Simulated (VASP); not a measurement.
FeSi: single point with LDA

The system is FeSi.

```
CELL_PARAMETERS angstrom
4.40305 0.00000 0.00000
0.00000 4.40305 0.00000
0.00000 0.00000 4.40305
ATOMIC_POSITIONS crystal
Fe 0.13666 0.13666 0.13666
Fe 0.36334 0.86334 0.63666
Fe 0.63666 0.36334 0.86334
Fe 0.86334 0.63666 0.36334
Si 0.84113 0.84113 0.84113
Si 0.65887 0.15887 0.34113
Si 0.34113 0.65887 0.15887
Si 0.15887 0.34113 0.65887
```

```json
{"Program": "VASP 6.6.1", "Task": "single point", "Functional": "LDA", "Potentials or basis": "VASP PAW LDA potentials, release 64 (Fe, Si)", "Cutoff": "520 eV", "k mesh": "6 × 6 × 6", "Occupations": "gaussian, width 0.01 eV", "Spin": "no spin polarisation"}
```

| Property | Result |
| --- | --- |
| Pressure | -5.1 GPa |
| Largest force | 0.083 eV/Å |
| Band gap on the k mesh | 0.13 eV (least direct gap 0.15 eV) |

Forces on the atoms (eV/Å):
```
Fe  -0.017 -0.017 -0.017
Fe   0.017  0.017 -0.017
Fe  -0.017  0.017  0.017
Fe   0.017 -0.017  0.017
Si  -0.048 -0.048 -0.048
Si   0.048  0.048 -0.048
Si  -0.048  0.048  0.048
Si   0.048 -0.048  0.048
```

Levels at points of the mesh, in eV from the valence-band top:
| k point | band 21 | band 22 | band 23 | band 24 | band 25 | band 26 | band 27 | band 28 |
| --- | --- | --- | --- | --- | --- | --- | --- | --- |
| (0.00, 0.00, 0.00) | -0.28 | -0.28 | -0.03 | -0.03 | 0.67 | 0.67 | 0.67 | 3.20 |
| (0.50, 0.00, 0.00) | -0.38 | -0.38 | -0.01 | -0.01 | 0.18 | 0.18 | 1.78 | 1.78 |
| (0.50, 0.50, 0.00) | -1.05 | -1.05 | -0.36 | -0.36 | 0.65 | 0.65 | 1.34 | 1.34 |
| (0.50, 0.50, 0.50) | -0.68 | -0.68 | -0.68 | -0.68 | 0.48 | 0.48 | 0.48 | 0.48 |

Run time: 2.7 min on 1 thread of AMD EPYC 7R13, with other jobs on the host, peak memory 0.2 GiB.

Caveat: the cell stands under tension. Spin polarisation is off, so any magnetic state and its effect on volume and gap are missing.
